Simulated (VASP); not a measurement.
# GaAs (P4/mmm) in VASP: a series of runs

GaAs is run at these levels: PBE; tasks: single point, relaxation of cell and atoms.

Program: VASP 6.6.1. These are calculated values, not measurements. Logs are shortened: lines on timing, memory, paths and dates and some standing lists are left out, and cuts for length are marked.

## Step 1: The cell of the first run

Symmetry: P4/mmm, No. 123, tetragonal system. The conventional cell has a = 3.182 Å, b = 3.182 Å, c = 3.832 Å, α = 90.00°, β = 90.00°, γ = 90.00°. Ga (site symmetry 4/mmm) has 8 As at 2.96 Å and 6 Ga at 3.18 to 3.83 Å within 3.9 Å. Within 3.9 Å of As (site symmetry 4/mmm) lie 8 Ga at 2.96 Å and 6 As at 3.18 to 3.83 Å.

## Step 2: Single point, PBE

File INCAR:

```
SYSTEM = GaAs
  ALGO = Normal
  EDIFF = 1E-6
  ENCUT = 520
  GGA = PE
  ISIF = 2
  ISMEAR = 0
  LASPH = .TRUE.
  LCHARG = .FALSE.
  LREAL = .FALSE.
  LWAVE = .FALSE.
  NBANDS = 16
  NELM = 60
  PREC = Accurate
  SIGMA = 0.1
```

File KPOINTS:

```
k-points
0
G
  6 6 4
  0 0 0
```

File POSCAR:

```
GaAs
1.0
    3.1822940392      0.0000000000      0.0000000000
    0.0000000000      3.1822940392      0.0000000000
    0.0000000000      0.0000000000      3.8320009452
Ga As
1 1
Direct
    0.5000000000      0.5000000000      0.5000000000
    0.0000000000      0.0000000000      0.0000000000
```

Potentials or basis: VASP PAW PBE potentials, release 64 (Ga_d, As).

Started as:

```
cat potpaw_PBE.64/Ga_d/POTCAR potpaw_PBE.64/As/POTCAR > POTCAR
mpirun -np 1 vasp_std > vasp.out
```

OUTCAR:

```text
SYSTEM = GaAs
   EDIFF = 1E-6
   ENCUT = 520
   GGA = PE
   ISIF = 2
   ISMEAR = 0
   LASPH = .TRUE.
   LREAL = .FALSE.
   NELM = 60
   PREC = Accurate

 ion  position               nearest neighbor table
   1  0.500  0.500  0.500-
   2  0.000  0.000  0.000-

  LATTYP: Found a simple tetragonal cell.
 ALAT       =     3.1822940392
 C/A-ratio  =     1.2041630654

  Lattice vectors:

 A1 = (   3.1822940392,   0.0000000000,   0.0000000000)
 A2 = (   0.0000000000,   3.1822940392,   0.0000000000)
 A3 = (   0.0000000000,   0.0000000000,   3.8320009452)

Analysis of symmetry for initial positions (statically):
=====================================================================
 Subroutine PRICEL returns:
 Original cell was already a primitive cell.

 Routine SETGRP: Setting up the symmetry group for a
 simple tetragonal supercell.

 Subroutine GETGRP returns: Found 16 space group operations
 (whereof 16 operations were pure point group operations)
 out of a pool of 16 trial point group operations.

The static configuration has the point symmetry D_4h.

Analysis of symmetry for dynamics (positions and initial velocities):
=====================================================================
 Subroutine PRICEL returns:
 Original cell was already a primitive cell.

 Routine SETGRP: Setting up the symmetry group for a
 simple tetragonal supercell.

 Subroutine GETGRP returns: Found 16 space group operations
 (whereof 16 operations were pure point group operations)
 out of a pool of 16 trial point group operations.

The dynamic configuration has the point symmetry D_4h.

 Subroutine INISYM returns: Found 16 space group operations
 (whereof 16 operations are pure point group operations),
 and found     1 'primitive' translations

----------------------------------------------------------------------------------------

                                     Primitive cell

  volume of cell :      38.8067

  direct lattice vectors                    reciprocal lattice vectors
     3.182294039  0.000000000  0.000000000     0.314238718  0.000000000  0.000000000
     0.000000000  3.182294039  0.000000000     0.000000000  0.314238718  0.000000000
     0.000000000  0.000000000  3.832000945     0.000000000  0.000000000  0.260960270

  length of vectors
     3.182294039  3.182294039  3.832000945     0.314238718  0.314238718  0.260960270

  position of ions in fractional coordinates (direct lattice)
     0.500000000  0.500000000  0.500000000
     0.000000000  0.000000000  0.000000000

  ion indices of the primitive-cell ions
   primitive index   ion index
                 1           1
                 2           2

----------------------------------------------------------------------------------------

 KPOINTS: k-points

Automatic generation of k-mesh.
 Grid dimensions read from file:
 generate k-points for:    6    6    4

 Generating k-lattice:

  Cartesian coordinates                     Fractional coordinates (reciprocal lattice)
     0.052373120  0.000000000  0.000000000     0.166666667  0.000000000  0.000000000
     0.000000000  0.052373120  0.000000000     0.000000000  0.166666667  0.000000000
     0.000000000  0.000000000  0.065240067     0.000000000  0.000000000  0.250000000

  Length of vectors
     0.052373120  0.052373120  0.065240067

  Shift w.r.t. Gamma in fractional coordinates (k-lattice)
     0.000000000  0.000000000  0.000000000

 Subroutine IBZKPT returns following result:
 ===========================================

 Found     30 irreducible k-points:

 Following reciprocal coordinates:
            Coordinates               Weight
  0.000000  0.000000  0.000000      1.000000
  0.166667  0.000000  0.000000      4.000000
  0.333333  0.000000  0.000000      4.000000
  0.500000  0.000000  0.000000      2.000000
  0.166667  0.166667  0.000000      4.000000
  0.333333  0.166667  0.000000      8.000000
[... 16 lines left out ...]
  0.333333  0.000000  0.500000      4.000000
  0.500000  0.000000  0.500000      2.000000
 [... further k-points ...]
   k-points           NKPTS =     30   k-points in BZ     NKDIM =     30   number of bands    NBANDS=     16
   number of dos      NEDOS =    301   number of ions     NIONS =      2
   total plane-waves  NPLWV =  16128
   dimension x,y,z NGX =    24 NGY =   24 NGZ =   28
   dimension x,y,z NGXF=    48 NGYF=   48 NGZF=   56
   ions per type =               1   1
   NGX,Y,Z   is equivalent  to a cutoff of  12.54, 12.54, 12.15 a.u.
   NGXF,Y,Z  is equivalent  to a cutoff of  25.08, 25.08, 24.29 a.u.
 SYSTEM =  GaAs
   PREC   = accura    normal or accurate (medium, high low for compatibility)
   ISTART =      0    job   : 0-new  1-cont  2-samecut
   ICHARG =      2    charge: 1-file 2-atom 10-const
   ISPIN  =      1    spin polarized calculation?
   LNONCOLLINEAR =      F non collinear calculations
   LSORBIT =      F    spin-orbit coupling
   LASPH  =      T    aspherical Exc in radial PAW
   ENCUT  =  520.0 eV  38.22 Ry    6.18 a.u.   5.92  5.92  7.12*2*pi/ulx,y,z
   NELM   =     60;   NELMIN=  2; NELMDL= -5     # of ELM steps
   EDIFF  = 0.1E-05   stopping-criterion for ELM
   LREAL  =      F    real-space projection
   EDIFFG = 0.1E-04   stopping-criterion for IOM
   NSW    =      0    number of steps for IOM
   IBRION =     -1    ionic relax: 0-MD 1-quasi-New 2-CG
   NFREE  =      0    steps in history (QN), initial steepest desc. (CG)
   ISIF   =      2    stress and relaxation
   ISYM   =      2    0-nonsym 1-usesym 2-fastsym
   POTIM  = 0.5000    time-step for ionic-motion
   TEBEG  =    0.0;   TEEND  =   0.0 temperature during run
   PSTRESS=    0.0 pullay stress
   NELECT =      18.0000    total number of electrons
   NUPDOWN=      -1.0000    fix difference up-down
   EMIN   =  10.00;   EMAX   =-10.00  energy-range for DOS
   EFERMI =   0.00;   METHOD = LEGACY
   ISMEAR =     0;   SIGMA  =   0.10  broadening in eV -4-tet -1-fermi 0-gaus
   EFERMI_NEDOS =   21; number of points for ismear=-14 and -15
   IALGO  =     38    algorithm
   IMIX   =      4    mixing-type and parameters
     AMIX     =   0.40;   BMIX     =  1.00
     AMIX_MAG =   1.60;   BMIX_MAG =  1.00
  volume/ion in A,a.u.               =      19.40       130.94
  Fermi-wavevector in a.u.,A,eV,Ry     =   1.267254  2.394762 21.850033  1.605932
  Thomas-Fermi vector in A             =   2.400411
   LORBIT       =      0    0 simple, 1 ext, 2 COOP (PROOUT), +10 PAW based schemes
   GGA     = PE    functional components
   LHFCALC =     F    Hartree Fock is set to
   AEXX    =    0.0000 exact exchange contribution
   IVDW    =     0    specifies the selected vdW correction
   LEPSILON=     F    determine dielectric tensor
   LRPA    =     F    only Hartree local field effects (RPA)
 non-spin polarized calculation
 Gauss-broadening in eV      SIGMA  =   0.10
  energy-cutoff  :      520.00
  volume of cell :       38.81
 maximum number of plane-waves:      1072
 NGX is ok and might be reduce to    24
   NGX = 11   NGY = 11   NGZ = 15

 number of electron      17.9999992 magnetization

 Free energy of the ion-electron system (eV)
  ---------------------------------------------------
  ext. energy  EPLUGINS =         0.00000000
  ---------------------------------------------------
  free energy    TOTEN  =        -7.14970013 eV

  energy without entropy =       -7.14111247  energy(sigma->0) =       -7.14540630

 E-fermi :   5.7600     XC(G=0): -10.7728

 val. band max:        5.7258965839   @ k =   0.3333   0.0000   0.2500
 cond. band min:       5.7702779122   @ k =   0.5000   0.1667   0.0000
 fundamental gap:      0.0443813283
 Fermi energy:         5.7599919266

 k-point     1 :       0.0000    0.0000    0.0000
  band No.  band energies     occupation
      1      -9.2227      2.00000
      2      -9.1641      2.00000
      3      -9.0824      2.00000
      4      -9.0824      2.00000
      5      -9.0685      2.00000
      6      -7.6630      2.00000
[... 8 lines left out ...]
     15      15.2423      0.00000
     16      19.5340      0.00000

 k-point     2 :       0.1667    0.0000    0.0000
  band No.  band energies     occupation
      1      -9.2026      2.00000
      2      -9.1498      2.00000
      3      -9.1001      2.00000
      4      -9.0811      2.00000
      5      -9.0809      2.00000
      6      -7.2996      2.00000
[... 8 lines left out ...]
     15      14.8356      0.00000
     16      19.1332      0.00000

 k-point     3 :       0.3333    0.0000    0.0000
  band No.  band energies     occupation
      1      -9.1808      2.00000
      2      -9.1350      2.00000
      3      -9.1060      2.00000
      4      -9.1042      2.00000
      5      -9.0781      2.00000
      6      -6.2929      2.00000
[... 8 lines left out ...]
     15      17.2415      0.00000
     16      20.0676      0.00000

 k-point     4 :       0.5000    0.0000    0.0000
  band No.  band energies     occupation
      1      -9.1747      2.00000
      2      -9.1522      2.00000
      3      -9.1183      2.00000
      4      -9.0771      2.00000
      5      -9.0767      2.00000
      6      -5.4120      2.00000
[... 8 lines left out ...]
     15      15.2704      0.00000
     16      21.5917      0.00000

 k-point     5 :       0.1667    0.1667    0.0000
  band No.  band energies     occupation
      1      -9.1746      2.00000
      2      -9.1420      2.00000
      3      -9.1006      2.00000
      4      -9.0999      2.00000
      5      -9.0949      2.00000
      6      -6.9331      2.00000
[... 8 lines left out ...]
     15      15.5013      0.00000
     16      16.5891      0.00000

 k-point     6 :       0.3333    0.1667    0.0000
  band No.  band energies     occupation
      1      -9.1477      2.00000
      2      -9.1339      2.00000
      3      -9.1312      2.00000
      4      -9.0990      2.00000
      5      -9.0930      2.00000
      6      -5.9270      2.00000
[... 8 lines left out ...]
     15      16.5795      0.00000
     16      17.0402      0.00000
[... 267 lines left out ...]
 k-point    21 :       0.0000    0.0000    0.5000
  band No.  band energies     occupation
      1      -9.2199      2.00000
      2      -9.1323      2.00000
      3      -9.0958      2.00000
      4      -9.0958      2.00000
      5      -9.0680      2.00000
      6      -6.4326      2.00000
[... 8 lines left out ...]
     15      14.8931      0.00000
     16      17.5339      0.00000

 k-point    22 :       0.1667    0.0000    0.5000
  band No.  band energies     occupation
      1      -9.1991      2.00000
      2      -9.1370      2.00000
      3      -9.1164      2.00000
      4      -9.0932      2.00000
      5      -9.0797      2.00000
      6      -6.0651      2.00000
[... 8 lines left out ...]
     15      17.0921      0.00000
     16      18.1016      0.00000

 k-point    23 :       0.3333    0.0000    0.5000
  band No.  band energies     occupation
      1      -9.2063      2.00000
      2      -9.1736      2.00000
      3      -9.1029      2.00000
      4      -9.0879      2.00000
      5      -9.0698      2.00000
      6      -5.1258      2.00000
[... 8 lines left out ...]
     15      17.8067      0.00000
     16      18.2996      0.00000

 k-point    24 :       0.5000    0.0000    0.5000
  band No.  band energies     occupation
      1      -9.2361      2.00000
      2      -9.1660      2.00000
      3      -9.1145      2.00000
      4      -9.0852      2.00000
      5      -9.0420      2.00000
      6      -4.4219      2.00000
[... 8 lines left out ...]
     15      16.7139      0.00000
     16      17.1249      0.00000

 [... further k-points ...]
[... 5 lines left out ...]
  --------------------------------------------------------------------------------------
  -------------------------------------------------------------------------------------
  Total        0.0551969      0.0551969     -0.0221033      0.0000000      0.0000000      0.0000000
  in kB        2.2788662      2.2788662     -0.9125618      0.0000000      0.0000000      0.0000000
  external PRESSURE =       1.2150569 kB  Pullay stress =       0.0000000 kB

 VOLUME and BASIS-vectors are now :
 -----------------------------------------------------------------------------
  energy-cutoff  :      520.00
  volume of cell :       38.81
      direct lattice vectors                 reciprocal lattice vectors
     3.182294039  0.000000000  0.000000000     0.314238718  0.000000000  0.000000000
     0.000000000  3.182294039  0.000000000     0.000000000  0.314238718  0.000000000
     0.000000000  0.000000000  3.832000945     0.000000000  0.000000000  0.260960270

 POSITION                                       TOTAL-FORCE (eV/Angst)
 -----------------------------------------------------------------------------------
      1.59115      1.59115      1.91600         0.000000      0.000000      0.000000
      0.00000      0.00000      0.00000         0.000000      0.000000      0.000000
 -----------------------------------------------------------------------------------
    total drift:                                0.000000      0.000000     -0.000000

  FREE ENERGIE OF THE ION-ELECTRON SYSTEM (eV)
  ---------------------------------------------------
  free  energy   TOTEN  =        -7.1497001299 eV

  energy  without entropy=       -7.1411124669  energy(sigma->0) =       -7.14540630
```

Run time: 8.8 s. Hardware: 1 thread of Intel Xeon Platinum 8488C (Sapphire Rapids), shared host; peak memory 0.15 GiB.

Results:

```
Free energy            : -7.1497 eV
Pressure               : 0.1 GPa
Band gap on the k mesh : zero (band 9 reaches 7.62 eV, above the bottom of band 10 at 3.98 eV)
```

Stress tensor (GPa, compression positive):
```
 0.23  0.00  0.00
 0.00  0.23  0.00
 0.00  0.00 -0.09
```

Levels at points of the mesh, in eV from the Fermi level:
| k point | band 5 | band 6 | band 7 | band 8 | band 9 | band 10 | band 11 | band 12 | band 13 | band 14 |
| --- | --- | --- | --- | --- | --- | --- | --- | --- | --- | --- |
| (0.00, 0.00, 0.00) | -14.83 | -13.42 | -3.39 | -2.87 | 0.62 | 0.62 | 4.95 | 5.74 | 8.90 | 9.48 |
| (0.50, 0.00, 0.00) | -14.84 | -11.17 | -7.88 | -0.25 | 1.12 | 1.49 | 2.51 | 2.61 | 6.49 | 7.97 |
| (0.50, 0.50, 0.00) | -14.77 | -9.18 | -4.73 | -4.73 | -3.75 | 1.06 | 4.64 | 4.64 | 5.30 | 7.03 |
| (0.00, 0.00, 0.50) | -14.83 | -12.19 | -8.85 | 1.86 | 1.86 | 3.79 | 3.91 | 5.50 | 5.50 | 7.29 |
| (0.50, 0.00, 0.50) | -14.80 | -10.18 | -5.53 | -5.17 | -5.07 | 3.01 | 7.16 | 7.95 | 7.99 | 9.39 |
| (0.50, 0.50, 0.50) | -14.77 | -8.78 | -2.99 | -2.99 | -2.24 | -1.76 | -0.65 | -0.65 | 0.10 | 14.97 |

Caveat: the k points lie up to 0.41 Å⁻¹ apart.

## Step 3: Relaxation of cell and atoms, PBE

This run uses another cell than the first one, of 24.34 Å³/atom, 1.254 times its volume.

File INCAR:

```
SYSTEM = GaAs
PREC = Accurate ; ENCUT = 600
EDIFF = 1E-6 ; ISMEAR = 0
SIGMA = 0.1 ; LREAL = .False.
LASPH = .True. ; NELM = 80
ALGO = Normal ; ISIF = 3
LWAVE = .False. ; LCHARG = .False.
GGA = PE ; IBRION = 2
NSW = 90 ; EDIFFG = -0.04
```

File KPOINTS:

```
Automatic mesh
0
Gamma
  6 6 4
  0 0 0
```

File POSCAR:

```
GaAs
1.0
    3.3363401468      0.0000000000      0.0000000000
    0.0000000000      3.3363401468      0.0000000000
    0.0000000000      0.0000000000      4.3729886924
Ga As
1 1
Direct
    0.5000000000      0.5000000000      0.5000000000
    0.0000000000      0.0000000000      0.0000000000
```

Potentials or basis: VASP PAW PBE potentials, release 64 (Ga_d, As).

Started as:

```
cat potpaw_PBE.64/Ga_d/POTCAR potpaw_PBE.64/As/POTCAR > POTCAR
mpirun -np 1 vasp_std > vasp.out
```

It took 73 s on 1 thread of Intel Xeon Platinum 8488C (Sapphire Rapids), shared host; peak memory 0.19 GiB.

It converged, with:

| Property | Result |
| --- | --- |
| Free energy | -7.1512 eV |
| Relaxed volume | 19.57 Å³/atom |
| Relaxed cell | a = 3.203 Å, b = 3.203 Å, c = 3.814 Å, α = 90.00°, β = 90.00°, γ = 90.00° |
| Space group after relaxing (to 0.05 Å) | P4/mmm (No. 123) |
| Energy gained by relaxing | 158.7 meV/atom |
| Ionic steps | 8 |
| Pressure after relaxing | -0.3 GPa |
| Band gap on the k mesh | zero (band 9 reaches 7.45 eV, above the bottom of band 10 at 3.87 eV) |

The path:
```tsv
step	energy change (eV)	largest force (eV/Å)	pressure (GPa)	volume (Å³)
1	0.0000	0.0000	-7.50	48.68
2	-0.2641	0.0000	-2.71	41.09
3	-0.2839	0.0000	-0.41	39.14
4	-0.2842	0.0000	0.05	38.84
5	-0.2991	0.0000	0.38	38.54
6	-0.3077	0.0000	2.30	37.57
7	-0.3118	0.0000	1.51	37.87
8	-0.3175	0.0000	-0.26	39.13
```

Final structure:
```cif
data_structure
_symmetry_space_group_name_H-M 'P 1'
_symmetry_Int_Tables_number 1
_cell_length_a 3.2032
_cell_length_b 3.2032
_cell_length_c 3.8142
_cell_angle_alpha 90.000
_cell_angle_beta 90.000
_cell_angle_gamma 90.000
_cell_volume 39.13
loop_
_atom_site_label
_atom_site_type_symbol
_atom_site_fract_x
_atom_site_fract_y
_atom_site_fract_z
_atom_site_occupancy
Ga1 Ga 0.50000 0.50000 0.50000 1
As1 As 0.00000 0.00000 0.00000 1
```

Levels at points of the mesh, in eV from the Fermi level:
| k point | band 7 | band 8 | band 9 | band 10 | band 11 | band 12 |
| --- | --- | --- | --- | --- | --- | --- |
| (0.00, 0.00, 0.00) | -3.34 | -2.75 | 0.51 | 0.51 | 4.86 | 5.65 |
| (0.50, 0.00, 0.00) | -7.86 | -0.21 | 1.19 | 1.56 | 2.47 | 2.60 |
| (0.50, 0.50, 0.00) | -4.74 | -4.74 | -3.82 | 1.06 | 4.72 | 4.72 |
| (0.00, 0.00, 0.50) | -8.77 | 1.76 | 1.76 | 3.66 | 3.80 | 5.39 |
| (0.50, 0.00, 0.50) | -5.48 | -5.15 | -5.05 | 2.87 | 7.11 | 7.84 |
| (0.50, 0.50, 0.50) | -2.98 | -2.98 | -2.29 | -1.82 | -0.64 | -0.64 |

Caveat: the volume moved by over 15 % at a fixed basis, so the end points are rough.
